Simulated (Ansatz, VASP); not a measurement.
**BN: VASP beside Ansatz**

Contents of POSCAR:

```
BN
1.0
    2.5009264718      0.0000000000      0.0000000000
   -1.2504632359      2.1658658576      0.0000000000
    0.0000000000      0.0000000000      6.8742626984
B N
2 2
Direct
    0.3333333333      0.6666666667      0.2500000000
    0.6666666667      0.3333333333      0.7500000000
    0.3333333333      0.6666666667      0.7500000000
    0.6666666667      0.3333333333      0.2500000000
```

The input INCAR.step1:

```
PREC = Accurate
ENCUT = 520
ISMEAR = 0
SIGMA = 0.02
LREAL = False
LASPH = True
NELM = 80
NBANDS = 16
GGA = PE
ALGO = Normal
EDIFF = 1E-4
LWAVE = True
LCHARG = False
```

INCAR.step2

```
PREC = Accurate
ENCUT = 520
EDIFF = 1E-6
ISMEAR = 0
SIGMA = 0.02
LREAL = False
LASPH = True
NELM = 80
ALGO = Normal
ISIF = 2
LWAVE = False
LCHARG = False
METAGGA = R2SCAN
LMIXTAU = True
NBANDS = 16
ISTART = 1
```

The input KPOINTS:

```
Automatic mesh
0
Gamma
  12 12 4
```

Input for Ansatz:

```yaml
crystal:
  lattice:
    - [2.5009265026, 0.0, 0.0]
    - [-1.2504632513, 2.1658658842, 0.0]
    - [0.0, 0.0, 6.8742574576]
  atoms:
    - { symbol: B, position: [0.3333333333, 0.6666666667, 0.25] }
    - { symbol: B, position: [0.6666666667, 0.3333333333, 0.75] }
    - { symbol: "N", position: [0.3333333333, 0.6666666667, 0.75] }
    - { symbol: "N", position: [0.6666666667, 0.3333333333, 0.25] }
basis:
  ecutwfc: 500
kpoints:
  mp_grid: { grid: [12, 12, 4] }
  band_path: { path: [VBM, CBM], npoints: 2 }
hamiltonian:
  xc: r2scan
scf:
  occupations: { method: gaussian, width: 0.02 }
output:
  forces: true
  stress: true
  eigenvalues: true
checkpoint:
  read: start.run
  write: ck
  compress: false
  write_wavefunctions: false
  write_every: 100000
```

Alike in both runs: task single point; functional r2SCAN; k mesh 12 × 12 × 4; occupations gaussian, width 0.02 eV; no spin polarisation.

|  | VASP | Ansatz |
| --- | --- | --- |
| version | VASP 6.6.1 | Ansatz 0.2.0 |
| potentials or method | VASP PAW PBE potentials, release 64 (B, N), cutoff 520 eV | scalar-relativistic, plane waves, PAW |
| valence electrons in the cell | 16 | 16 |

Ansatz gave:

```
gap on the k mesh at the Fermi level (eV)                     : 4.89
least direct gap on the mesh (eV)                             : 5.31
pressure (GPa)                                                : 0.0
traceless stress, the component that is largest in VASP (GPa) : 0.03
```

Task: Which values does VASP return?

Result: gap on the k mesh at the Fermi level (eV): 4.93; least direct gap on the mesh (eV): 5.37; pressure (GPa): 0.4; traceless stress, the component that is largest in VASP (GPa): -0.63.

VASP's potentials were made for PBE, not for r2SCAN. The functional is the same, so the differences come from potentials, cutoffs and numerics.
